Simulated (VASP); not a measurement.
# VWS3 (Pm-3m) in VASP: single point with PBE

Aim: the single point of VWS3 with PBE.

Everything below comes from runs of VASP 6.6.1. Logs are shortened: lines on timing, memory, paths and dates and some standing lists are left out, and cuts for length are marked.

## (1) The cell of the first run

The structure is cubic, space group Pm-3m (No. 221). The conventional cell has a = 4.681 Å, b = 4.681 Å, c = 4.681 Å, α = 90.00°, β = 90.00°, γ = 90.00°. V (site symmetry m-3m) has 12 S at 3.31 Å and 8 W at 4.05 Å within 4.4 Å. Within 3.1 Å of W (site symmetry m-3m) lie 6 S at 2.34 Å. S (site symmetry 4/mmm) has 2 W at 2.34 Å within 3.1 Å.

The cell was generated, and may not be a known phase.

## (2) Single point, PBE, collinear spin, ferromagnetic start

INCAR

```
  ALGO = Normal
  EDIFF = 1E-6
  ENCUT = 520
  GGA = PE
  ISIF = 2
  ISMEAR = 0
  ISPIN = 2
  LASPH = T
  LCHARG = F
  LMAXMIX = 4
  LORBIT = 11
  LREAL = F
  LWAVE = F
  MAGMOM = 3.62 0.65 0 0 0
  NBANDS = 34
  NELM = 150
  PREC = Accurate
  SIGMA = 0.1
```

KPOINTS

```
k-points
0
Gamma
  8 8 8
```

POSCAR

```
VWS3
1.0
    4.6807004583      0.0000000000      0.0000000000
    0.0000000000      4.6807004583      0.0000000000
    0.0000000000      0.0000000000      4.6807004583
V W S
1 1 3
Direct
    0.5000000000      0.5000000000      0.5000000000
    0.0000000000      0.0000000000      0.0000000000
    0.5000000000      0.0000000000      0.0000000000
    0.0000000000      0.5000000000      0.0000000000
    0.0000000000      0.0000000000      0.5000000000
```

Potentials or basis: VASP PAW PBE potentials, release 64 (V_sv, W_sv, S).

Launch:

```
$ cat potpaw_PBE.64/V_sv/POTCAR potpaw_PBE.64/W_sv/POTCAR potpaw_PBE.64/S/POTCAR > POTCAR
$ mpirun -np 1 vasp_std > vasp.out
```

OUTCAR:

```text
EDIFF = 1E-6
   ENCUT = 520
   GGA = PE
   ISIF = 2
   ISMEAR = 0
   ISPIN = 2
   LASPH = T
   LORBIT = 11
   LREAL = F
   NELM = 150
   PREC = Accurate

 ion  position               nearest neighbor table
   1  0.500  0.500  0.500-
   2  0.000  0.000  0.000-   3 2.34   4 2.34   5 2.34   5 2.34   4 2.34   3 2.34
   3  0.500  0.000  0.000-   2 2.34   2 2.34
   4  0.000  0.500  0.000-   2 2.34   2 2.34
   5  0.000  0.000  0.500-   2 2.34   2 2.34

  LATTYP: Found a simple cubic cell.
 ALAT       =     4.6807004583

  Lattice vectors:

 A1 = (   4.6807004583,   0.0000000000,   0.0000000000)
 A2 = (   0.0000000000,   4.6807004583,   0.0000000000)
 A3 = (   0.0000000000,   0.0000000000,   4.6807004583)

Analysis of symmetry for initial positions (statically):
=====================================================================
 Subroutine PRICEL returns:
 Original cell was already a primitive cell.

 Routine SETGRP: Setting up the symmetry group for a
 simple cubic supercell.

 Subroutine GETGRP returns: Found 48 space group operations
 (whereof 48 operations were pure point group operations)
 out of a pool of 48 trial point group operations.

The static configuration has the point symmetry O_h .

Analysis of symmetry for dynamics (positions and initial velocities):
=====================================================================
 Subroutine PRICEL returns:
 Original cell was already a primitive cell.

 Routine SETGRP: Setting up the symmetry group for a
 simple cubic supercell.

 Subroutine GETGRP returns: Found 48 space group operations
 (whereof 48 operations were pure point group operations)
 out of a pool of 48 trial point group operations.

The dynamic configuration has the point symmetry O_h .

Analysis of structural, dynamic, and magnetic symmetry:
=====================================================================
 Subroutine PRICEL returns:
 Original cell was already a primitive cell.

 Routine SETGRP: Setting up the symmetry group for a
 simple cubic supercell.

 Subroutine GETGRP returns: Found 48 space group operations
 (whereof 48 operations were pure point group operations)
 out of a pool of 48 trial point group operations.

The overall configuration has the point symmetry O_h .

 Subroutine INISYM returns: Found 48 space group operations
 (whereof 48 operations are pure point group operations),
[... 129 lines left out ...]
   AEXX    =    0.0000 exact exchange contribution
   IVDW    =     0    specifies the selected vdW correction
   LEPSILON=     F    determine dielectric tensor
   LRPA    =     F    only Hartree local field effects (RPA)
 spin polarized calculation
 Gauss-broadening in eV      SIGMA  =   0.10
  energy-cutoff  :      520.00
  volume of cell :      102.55
 maximum number of plane-waves:      2800
 NGX is ok and might be reduce to    36
   NGX = 17   NGY = 17   NGZ = 17

 number of electron      45.0000014 magnetization       3.8796736

 Free energy of the ion-electron system (eV)
  ---------------------------------------------------
  ext. energy  EPLUGINS =         0.00000000
  ---------------------------------------------------
  free energy    TOTEN  =       -32.60892170 eV

  energy without entropy =      -32.57510604  energy(sigma->0) =      -32.59201387

 E-fermi :   6.1215     XC(G=0): -10.1428

 val. band max:        6.1214932796   @ k =   0.2500   0.1250   0.1250
 cond. band min:       6.1225769262   @ k =   0.3750   0.1250   0.0000
 fundamental gap:      0.0010836465
 Fermi energy:         6.1215453308

 spin component 1

 k-point     1 :       0.0000    0.0000    0.0000
  band No.  band energies     occupation
      1     -69.2018      1.00000
      2     -58.8280      1.00000
      3     -33.4791      1.00000
      4     -33.4791      1.00000
      5     -33.4791      1.00000
      6     -32.7354      1.00000
[... 877 lines left out ...]
     33      12.0403      0.00000
     34      12.5226      0.00000

 [... further k-points ...]

 spin component 2

 k-point     1 :       0.0000    0.0000    0.0000
  band No.  band energies     occupation
      1     -69.0095      1.00000
      2     -55.7999      1.00000
      3     -33.2209      1.00000
      4     -33.2209      1.00000
      5     -33.2209      1.00000
      6     -29.7270      1.00000
[... 877 lines left out ...]
     33      12.7497      0.00000
     34      12.8990      0.00000

 [... further k-points ...]

------------------------ aborting loop because EDIFF is reached ----------------------------------------

  FORCE on cell =-STRESS in cart. coord.  units (eV):
  Direction    XX          YY          ZZ          XY          YZ          ZX
  --------------------------------------------------------------------------------------
  -------------------------------------------------------------------------------------
  Total       -0.0084656     -0.0084656     -0.0084656      0.0000000      0.0000000      0.0000000
  in kB       -0.1322615     -0.1322615     -0.1322615      0.0000000      0.0000000      0.0000000
  external PRESSURE =      -0.1322615 kB  Pullay stress =       0.0000000 kB

 VOLUME and BASIS-vectors are now :
 -----------------------------------------------------------------------------
  energy-cutoff  :      520.00
  volume of cell :      102.55
      direct lattice vectors                 reciprocal lattice vectors
     4.680700458  0.000000000  0.000000000     0.213643238  0.000000000  0.000000000
     0.000000000  4.680700458  0.000000000     0.000000000  0.213643238  0.000000000
     0.000000000  0.000000000  4.680700458     0.000000000  0.000000000  0.213643238

 POSITION                                       TOTAL-FORCE (eV/Angst)
 -----------------------------------------------------------------------------------
      2.34035      2.34035      2.34035         0.000000      0.000000      0.000000
      0.00000      0.00000      0.00000         0.000000      0.000000      0.000000
      2.34035      0.00000      0.00000         0.000000      0.000000      0.000000
      0.00000      2.34035      0.00000         0.000000      0.000000      0.000000
      0.00000      0.00000      2.34035         0.000000      0.000000      0.000000
 -----------------------------------------------------------------------------------
    total drift:                                0.000000      0.000000      0.000000

  FREE ENERGIE OF THE ION-ELECTRON SYSTEM (eV)
  ---------------------------------------------------
  free  energy   TOTEN  =       -32.6089217023 eV

  energy  without entropy=      -32.5751060407  energy(sigma->0) =      -32.59201387

 total charge

# of ion       s       p       d       tot
------------------------------------------
    1        2.084   5.993   3.120  11.197
    2        2.327   6.322   3.347  11.996
    3        1.340   2.401   0.000   3.742
    4        1.340   2.401   0.000   3.742
    5        1.340   2.401   0.000   3.742
--------------------------------------------------
tot          8.432  19.519   6.467  34.418

 magnetization (x)

# of ion       s       p       d       tot
------------------------------------------
    1        0.044   0.012   2.988   3.044
    2        0.010   0.005   0.390   0.404
    3        0.001  -0.063   0.000  -0.062
    4        0.001  -0.063   0.000  -0.062
    5        0.001  -0.063   0.000  -0.062
--------------------------------------------------
tot          0.059  -0.173   3.378   3.263
```

OSZICAR:

```text
N       E                     dE             d eps       ncg     rms          rms(c)
DAV:   1     0.441665670117E+03    0.44167E+03   -0.22521E+04  5024   0.128E+03
DAV:   2    -0.696970749948E+01   -0.44864E+03   -0.42795E+03  5338   0.378E+02
DAV:   3    -0.355235930550E+02   -0.28554E+02   -0.27323E+02  5942   0.923E+01
[... 13 lines left out ...]
DAV:  17    -0.326088732364E+02   -0.16961E-03   -0.31357E-05  5392   0.370E-02    0.789E-02
DAV:  18    -0.326089208498E+02   -0.47613E-04   -0.20977E-05  5516   0.321E-02    0.788E-03
DAV:  19    -0.326089196354E+02    0.12144E-05   -0.30928E-06  4694   0.108E-02    0.148E-02
DAV:  20    -0.326089217805E+02   -0.21450E-05   -0.11103E-06  3302   0.674E-03    0.281E-03
DAV:  21    -0.326089217023E+02    0.78127E-07   -0.35341E-07  3104   0.364E-03
   1 F= -.32608922E+02 E0= -.32592014E+02  d E =-.338157E-01  mag=     3.8805
```

stdout:

```text
POSCAR found type information on POSCAR V W S
 POSCAR found :  3 types and       5 ions
 scaLAPACK will be used
 LDA part: xc-table for (Slater+PW92), standard interpolation
 POSCAR, INCAR and KPOINTS ok, starting setup
 FFT: planning ... GRIDC
 FFT: planning ... GRID_SOFT
 FFT: planning ... GRID
 WAVECAR not read
 entering main loop
```

Run time: 4.5 min. Hardware: 1 thread of Intel Xeon 8259CL, shared host; peak memory 0.34 GiB.

What came out:

```
Free energy                                           : -32.6089 eV
Pressure                                              : 0.0 GPa
Net moment                                            : 3.88 μB per cell
Site moments                                          : V +3.04; W +0.40; S -0.06 μB
Valence electrons inside the program's atomic spheres : V 11.20; W 12.00; S 3.74
```

Caveat: spin-orbit coupling is left out, which moves the levels of the heavy elements.
